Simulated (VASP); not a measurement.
# PbI2 (P-3m1) in VASP: settings compared

PbI2 is run at these levels: HSE06, PBE-based global hybrid with 50 % exact exchange; tasks: single point.

All numbers are computed with VASP 6.6.1; they aren't measurements. Logs are shortened: lines on timing, memory, paths and dates and some standing lists are left out, and cuts for length are marked.

## (1) The cell of the first run

Symmetry: P-3m1, No. 164, trigonal system. The conventional cell has a = 4.566 Å, b = 4.566 Å, c = 7.041 Å, α = 90.00°, β = 90.00°, γ = 120.00°. Within 4.3 Å of Pb (site symmetry -3m) lie 6 I at 3.24 Å. Within 4.3 Å of I (site symmetry 3m) lie 3 Pb at 3.24 Å and 3 I at 4.21 Å.

## (2) Single point, HSE06

File POSCAR:

```
PbI2
1.0
    4.5657260587      0.0000000000      0.0000000000
   -2.2828630293      3.9540347535      0.0000000000
    0.0000000000      0.0000000000      7.0410820790
Pb I
1 2
Direct
    0.0000000000      0.0000000000      0.0000000000
    0.3333333333      0.6666666667      0.2667794131
    0.6666666667      0.3333333333      0.7332205869
```

File INCAR.step1:

```
SYSTEM = PbI2
ALGO = Normal
EDIFF = 1E-5
ENCUT = 400
GGA = PE
GGA_COMPAT = .False.
ISIF = 2
ISMEAR = 0
LASPH = .True.
LCHARG = .False.
LREAL = .False.
LWAVE = .True.
NBANDS = 21
NELM = 120
PREC = Accurate
SIGMA = 0.01
```

File INCAR.step2:

```
SYSTEM = PbI2
ALGO = Normal
EDIFF = 1E-6
ENCUT = 400
GGA = PE
GGA_COMPAT = .False.
HFSCREEN = 0.2079
ISIF = 2
ISMEAR = 0
ISTART = 1
LASPH = .True.
LCHARG = .False.
LHFCALC = .True.
LREAL = .False.
LWAVE = .False.
NBANDS = 21
NELM = 120
PREC = Accurate
PRECFOCK = Normal
SIGMA = 0.01
```

File KPOINTS:

```
k-points
0
Gamma
  6 6 2
  0 0 0
```

Potentials or basis: VASP PAW PBE potentials, release 64 (Pb_d, I).

Started as:

```console
$ cat potpaw_PBE.64/Pb_d/POTCAR potpaw_PBE.64/I/POTCAR > POTCAR
$ cp INCAR.step1 INCAR
$ mpirun -np 1 vasp_std > vasp.out
$ cp INCAR.step2 INCAR
$ mpirun -np 1 vasp_std > vasp.out
```

OUTCAR:

```text
SYSTEM = PbI2
   EDIFF = 1E-6
   ENCUT = 400
   GGA = PE
   HFSCREEN = 0.2079
   ISIF = 2
   ISMEAR = 0
   ISTART = 1
   LASPH = .True.
   LHFCALC = .True.
   LREAL = .False.
   NELM = 120
   PREC = Accurate
   PRECFOCK = Normal

 ion  position               nearest neighbor table
   1  0.000  0.000  0.000-   2 3.24   3 3.24   2 3.24   3 3.24   3 3.24   2 3.24
   2  0.333  0.667  0.267-   1 3.24   1 3.24   1 3.24
   3  0.667  0.333  0.733-   1 3.24   1 3.24   1 3.24

  LATTYP: Found a hexagonal cell.
 ALAT       =     4.5657260587
 C/A-ratio  =     1.5421604337

  Lattice vectors:

 A1 = (   4.5657260587,   0.0000000000,   0.0000000000)
 A2 = (  -2.2828630293,   3.9540347535,   0.0000000000)
 A3 = (   0.0000000000,   0.0000000000,   7.0410820790)

Analysis of symmetry for initial positions (statically):
=====================================================================
 Subroutine PRICEL returns:
 Original cell was already a primitive cell.

 Routine SETGRP: Setting up the symmetry group for a
 hexagonal supercell.

 Subroutine GETGRP returns: Found 12 space group operations
 (whereof 12 operations were pure point group operations)
 out of a pool of 24 trial point group operations.

The static configuration has the point symmetry D_3d.

Analysis of symmetry for dynamics (positions and initial velocities):
=====================================================================
 Subroutine PRICEL returns:
 Original cell was already a primitive cell.

 Routine SETGRP: Setting up the symmetry group for a
 hexagonal supercell.

 Subroutine GETGRP returns: Found 12 space group operations
 (whereof 12 operations were pure point group operations)
 out of a pool of 24 trial point group operations.

The dynamic configuration has the point symmetry D_3d.

 Subroutine INISYM returns: Found 12 space group operations
 (whereof 12 operations are pure point group operations),
 and found     1 'primitive' translations

----------------------------------------------------------------------------------------

                                     Primitive cell

  volume of cell :     127.1129

  direct lattice vectors                    reciprocal lattice vectors
     4.565726059  0.000000000  0.000000000     0.219023215  0.126453112  0.000000000
    -2.282863029  3.954034754  0.000000000     0.000000000  0.252906224  0.000000000
     0.000000000  0.000000000  7.041082079     0.000000000  0.000000000  0.142023625

  length of vectors
     4.565726059  4.565726059  7.041082079     0.252906224  0.252906224  0.142023625

  position of ions in fractional coordinates (direct lattice)
     0.000000000  0.000000000  0.000000000
     0.333333333  0.666666667  0.266779413
     0.666666667  0.333333333  0.733220587

  ion indices of the primitive-cell ions
   primitive index   ion index
                 1           1
                 2           2
                 3           3

----------------------------------------------------------------------------------------

 KPOINTS: k-points

Automatic generation of k-mesh.
 Grid dimensions read from file:
 generate k-points for:    6    6    2

 Generating k-lattice:

  Cartesian coordinates                     Fractional coordinates (reciprocal lattice)
     0.036503869  0.021075519  0.000000000     0.166666667  0.000000000  0.000000000
     0.000000000  0.042151037  0.000000000     0.000000000  0.166666667  0.000000000
     0.000000000  0.000000000  0.071011812     0.000000000  0.000000000  0.500000000

  Length of vectors
     0.042151037  0.042151037  0.071011812

  Shift w.r.t. Gamma in fractional coordinates (k-lattice)
     0.000000000  0.000000000  0.000000000

 Subroutine IBZKPT returns following result:
 ===========================================

 Found     14 irreducible k-points:

 Following reciprocal coordinates:
            Coordinates               Weight
  0.000000  0.000000  0.000000      1.000000
  0.166667 -0.000000  0.000000      6.000000
  0.333333 -0.000000  0.000000      6.000000
  0.500000 -0.000000  0.000000      3.000000
  0.166667  0.166667  0.000000      6.000000
  0.333333  0.166667  0.000000     12.000000
  0.333333  0.333333  0.000000      2.000000
  0.000000  0.000000  0.500000      1.000000
  0.166667 -0.000000  0.500000      6.000000
  0.333333 -0.000000  0.500000      6.000000
  0.500000 -0.000000  0.500000      3.000000
  0.166667  0.166667  0.500000      6.000000
  0.333333  0.166667  0.500000     12.000000
  0.333333  0.333333  0.500000      2.000000
   k-points           NKPTS =     14   k-points in BZ     NKDIM =     72   number of bands    NBANDS=     21
   number of dos      NEDOS =    301   number of ions     NIONS =      3
   total plane-waves  NPLWV =  43200
   dimension x,y,z NGX =    30 NGY =   30 NGZ =   48
   dimension x,y,z NGXF=    60 NGYF=   60 NGZF=   96
   ions per type =               1   2
   NGX,Y,Z   is equivalent  to a cutoff of  10.92, 10.92, 11.33 a.u.
   NGXF,Y,Z  is equivalent  to a cutoff of  21.85, 21.85, 22.67 a.u.
 SYSTEM =  PbI2
   PREC   = accura    normal or accurate (medium, high low for compatibility)
   ISTART =      1    job   : 0-new  1-cont  2-samecut
   ICHARG =      0    charge: 1-file 2-atom 10-const
   ISPIN  =      1    spin polarized calculation?
   LNONCOLLINEAR =      F non collinear calculations
   LSORBIT =      F    spin-orbit coupling
   LASPH  =      T    aspherical Exc in radial PAW
   ENCUT  =  400.0 eV  29.40 Ry    5.42 a.u.   7.45  7.45 11.48*2*pi/ulx,y,z
   NELM   =    120;   NELMIN=  2; NELMDL=  0     # of ELM steps
   EDIFF  = 0.1E-05   stopping-criterion for ELM
   LREAL  =      F    real-space projection
   EDIFFG = 0.1E-04   stopping-criterion for IOM
   NSW    =      0    number of steps for IOM
   IBRION =     -1    ionic relax: 0-MD 1-quasi-New 2-CG
   NFREE  =      0    steps in history (QN), initial steepest desc. (CG)
   ISIF   =      2    stress and relaxation
   ISYM   =      3    0-nonsym 1-usesym 2-fastsym
   POTIM  = 0.5000    time-step for ionic-motion
   TEBEG  =    0.0;   TEEND  =   0.0 temperature during run
   PSTRESS=    0.0 pullay stress
   NELECT =      28.0000    total number of electrons
   NUPDOWN=      -1.0000    fix difference up-down
   EMIN   =  10.00;   EMAX   =-10.00  energy-range for DOS
   EFERMI =   0.00;   METHOD = LEGACY
   ISMEAR =     0;   SIGMA  =   0.01  broadening in eV -4-tet -1-fermi 0-gaus
   EFERMI_NEDOS =   21; number of points for ismear=-14 and -15
   IALGO  =     38    algorithm
   IMIX   =      1    mixing-type and parameters
     AMIX     =   0.40;   BMIX     =  1.00
     AMIX_MAG =   1.60;   BMIX_MAG =  1.00
  volume/ion in A,a.u.               =      42.37       285.93
  Fermi-wavevector in a.u.,A,eV,Ry     =   0.988699  1.868371 13.300055  0.977526
  Thomas-Fermi vector in A             =   2.120245
   LORBIT       =      0    0 simple, 1 ext, 2 COOP (PROOUT), +10 PAW based schemes
   GGA     = PE    functional components
   LHFCALC =     T    Hartree Fock is set to
   PRECFOCK=normal    Normal, Fast or Accurate (Low or Medium for compatibility)
   ENCUT4O =  -1.0   cutoff for four orbital integrals eV
   NKREDX  =     1    reduce k-point grid by
   NKREDY  =     1    reduce k-point grid by
   NKREDZ  =     1    reduce k-point grid by
   AEXX    =    0.2500 exact exchange contribution
   HFSCREEN=    0.2079 screening length (either q_TF or 0.3 A-1)
   HFSCREENC=   0.2079 screening length for correlation (either q_TF or 0.3 A-1)
   ENCUTFOCK=  -1.0 apply spherical cutoff to Coloumb kernel
   IVDW    =     0    specifies the selected vdW correction
   LEPSILON=     F    determine dielectric tensor
   LRPA    =     F    only Hartree local field effects (RPA)
 non-spin polarized calculation
 Gauss-broadening in eV      SIGMA  =   0.01
  energy-cutoff  :      400.00
  volume of cell :      127.11
 maximum number of plane-waves:      2326
 NGX is ok and might be reduce to    30
  NGX = 24; NGY = 24; NGZ = 36

 number of electron      27.9999998 magnetization

 Free energy of the ion-electron system (eV)
  ---------------------------------------------------
  ext. energy  EPLUGINS =         0.00000000
  ---------------------------------------------------
  free energy    TOTEN  =       -10.33619612 eV

  energy without entropy =      -10.33619612  energy(sigma->0) =      -10.33619612

 E-fermi :   2.1751     XC(G=0):  -6.7711

 val. band max:        2.0487480601   @ k =   0.0000   0.0000   0.5000
 cond. band min:       4.9769852206   @ k =   0.0000   0.0000   0.5000
 fundamental gap:      2.9282371606
 Fermi energy:         2.1751130808

 k-point     1 :       0.0000    0.0000    0.0000
  band No.  band energies     occupation
      1     -15.7572      2.00000
      2     -15.7572      2.00000
      3     -15.7334      2.00000
      4     -15.7273      2.00000
      5     -15.7273      2.00000
      6     -11.2677      2.00000
[... 13 lines left out ...]
     20      10.7964      0.00000
     21      10.8266      0.00000

 k-point     2 :       0.1667   -0.0000    0.0000
  band No.  band energies     occupation
      1     -15.7672      2.00000
      2     -15.7545      2.00000
      3     -15.7312      2.00000
      4     -15.7282      2.00000
      5     -15.7256      2.00000
      6     -11.1333      2.00000
[... 13 lines left out ...]
     20      10.3056      0.00000
     21      10.9346      0.00000

 k-point     3 :       0.3333   -0.0000    0.0000
  band No.  band energies     occupation
      1     -15.7880      2.00000
      2     -15.7513      2.00000
      3     -15.7336      2.00000
      4     -15.7221      2.00000
      5     -15.7198      2.00000
      6     -10.8043      2.00000
[... 13 lines left out ...]
     20      11.2138      0.00000
     21      11.7864      0.00000
[... 217 lines left out ...]
 k-point    13 :       0.3333    0.1667    0.5000
  band No.  band energies     occupation
      1     -15.7902      2.00000
      2     -15.7586      2.00000
      3     -15.7314      2.00000
      4     -15.7218      2.00000
      5     -15.7174      2.00000
      6     -10.4977      2.00000
[... 13 lines left out ...]
     20      11.0779      0.00000
     21      11.2025      0.00000

 k-point    14 :       0.3333    0.3333    0.5000
  band No.  band energies     occupation
      1     -15.7765      2.00000
      2     -15.7765      2.00000
      3     -15.7242      2.00000
      4     -15.7242      2.00000
      5     -15.7204      2.00000
      6     -10.3800      2.00000
[... 13 lines left out ...]
     20      10.6247      0.00000
     21      11.0796      0.00000

------------------------ aborting loop because EDIFF is reached ----------------------------------------

  FORCE on cell =-STRESS in cart. coord.  units (eV):
  Direction    XX          YY          ZZ          XY          YZ          ZX
  --------------------------------------------------------------------------------------
  -------------------------------------------------------------------------------------
  Total        0.5657307      0.5657307      0.4588233      0.0000000      0.0000000     -0.0000000
  in kB        7.1306739      7.1306739      5.7831748      0.0000000      0.0000000     -0.0000000
  external PRESSURE =       6.6815075 kB  Pullay stress =       0.0000000 kB

 VOLUME and BASIS-vectors are now :
 -----------------------------------------------------------------------------
  energy-cutoff  :      400.00
  volume of cell :      127.11
      direct lattice vectors                 reciprocal lattice vectors
     4.565726059  0.000000000  0.000000000     0.219023215  0.126453112  0.000000000
    -2.282863029  3.954034754  0.000000000     0.000000000  0.252906224  0.000000000
     0.000000000  0.000000000  7.041082079     0.000000000  0.000000000  0.142023625

 POSITION                                       TOTAL-FORCE (eV/Angst)
 -----------------------------------------------------------------------------------
      0.00000      0.00000      0.00000         0.000000      0.000000      0.000000
     -0.00000      2.63602      1.87842         0.000000      0.000000     -0.077333
      2.28286      1.31801      5.16267        -0.000000     -0.000000      0.077333
 -----------------------------------------------------------------------------------
    total drift:                               -0.000001     -0.000002     -0.000014

  FREE ENERGIE OF THE ION-ELECTRON SYSTEM (eV)
  ---------------------------------------------------
  free  energy   TOTEN  =       -10.3361961151 eV

  energy  without entropy=      -10.3361961151  energy(sigma->0) =      -10.33619612
```

It took 18 min on 1 thread of Intel Xeon 6975P-C (Granite Rapids), shared host; peak memory 0.33 GiB.

What came out:

- Free energy: -10.3362 eV
- Pressure: 0.7 GPa
- Largest force: 0.077 eV/Å
- Band gap on the k mesh: 2.93 eV

Forces in eV/Å, atoms in the order of the input:
```
Pb   0.000  0.000  0.000
I    0.000  0.000 -0.077
I    0.000  0.000  0.077
```

Stress tensor (GPa, compression positive):
```
0.71 0.00 0.00
0.00 0.71 0.00
0.00 0.00 0.58
```

Levels at points of the mesh, in eV from the valence-band top:
```
           k point  band 12  band 13  band 14  band 15  band 16  band 17
(0.00, 0.00, 0.00)    -1.08    -1.08    -0.87     3.18     4.07     4.07
(0.50, 0.00, 0.00)    -1.76    -0.93    -0.45     3.55     4.38     5.44
(0.00, 0.00, 0.50)    -0.89    -0.89     0.00     2.93     3.88     3.88
(0.50, 0.00, 0.50)    -1.49    -1.32    -0.80     3.89     4.44     4.86
```

Caveat: the k points lie up to 0.45 Å⁻¹ apart; the PAW data sets were made with another functional, which shifts forces and pressure a little; spin-orbit coupling is left out, which moves the levels of the heavy elements; this functional lacks dispersion, which binds layers or chains, so the pressure and a relaxed spacing across them are unreliable. A k mesh can miss the band edges.

(Continued in part 2 of 2.)
